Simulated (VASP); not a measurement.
**Tl: relaxation of cell and atoms with PBEsol**

Tl:

```xyz
1
Lattice="-1.9250 1.9250 1.9250 1.9250 -1.9250 1.9250 1.9250 1.9250 -1.9250" Properties=species:S:1:pos:R:3 pbc="T T T"
Tl    0.0000    0.0000    0.0000
```

This isn't the form of Tl at room conditions, which is hcp.

```json
{
 "Program": "VASP 6.6.1",
 "Task": "relaxation of cell and atoms",
 "Functional": "PBEsol",
 "Potentials or basis": "VASP PAW PBE potentials, release 64 (Tl_d)",
 "Cutoff": "500 eV",
 "k mesh": "9 × 9 × 9",
 "Occupations": "fermi-dirac, width 0.05 eV",
 "Spin": "no spin polarisation",
 "Target pressure": "20 GPa",
 "Dipole correction": "no",
 "Further INCAR settings": "ALGO = Normal; EDIFF = 1e-07; IBRION = 2; EDIFFG = -0.02; NSW = 80; ISIF = 3"
}
```

The relaxed volume is 21.93 Å³/atom. The relaxed cell is a = 3.054 Å, b = 3.054 Å, c = 3.054 Å, α = 109.47°, β = 109.47°, γ = 109.47°. The space group after relaxing (to 0.1 Å) is Im-3m (No. 229), the energy change on relaxing (the run minimises the enthalpy) is +307.0 meV/atom and the ionic steps are 5. The pressure after relaxing is 20.0 GPa. The band gap on the k mesh is zero (an odd number of electrons rules out a gap without spin polarisation).

Step by step:
```csv
step,energy change (eV),largest force (eV/Å),pressure (GPa),volume (Å³)
1,0.0000,0.0000,-0.13,28.53
2,2.1217,0.0000,99.98,16.14
3,0.2573,0.0000,17.57,22.35
4,0.2890,0.0000,19.13,22.08
5,0.3070,0.0000,20.01,21.93
```

Final structure:
```
CELL_PARAMETERS angstrom
-1.76327 1.76327 1.76327
1.76327 -1.76327 1.76327
1.76327 1.76327 -1.76327
ATOMIC_POSITIONS crystal
Tl 0.00000 0.00000 0.00000
```

Levels at points of the mesh, in eV from the Fermi level:
```tsv
k point	band 4	band 5	band 6	band 7	band 8	band 9
(0.00, 0.00, 0.00)	-12.30	-11.51	-11.51	12.69	12.69	12.69
```

It took 21 s on 1 thread of Intel(R) Xeon(R) Platinum 8488C (Sapphire Rapids), on a shared host, peak memory 0.15 GiB.

Caveat: the cell is relaxed towards a set pressure, so the run minimises the enthalpy, not the energy; the volume moved by over 15 % at a fixed basis, so the end points are rough; the PAW data sets were made with another functional, which shifts forces and pressure a little; spin-orbit coupling is left out, which moves the levels of the heavy elements.
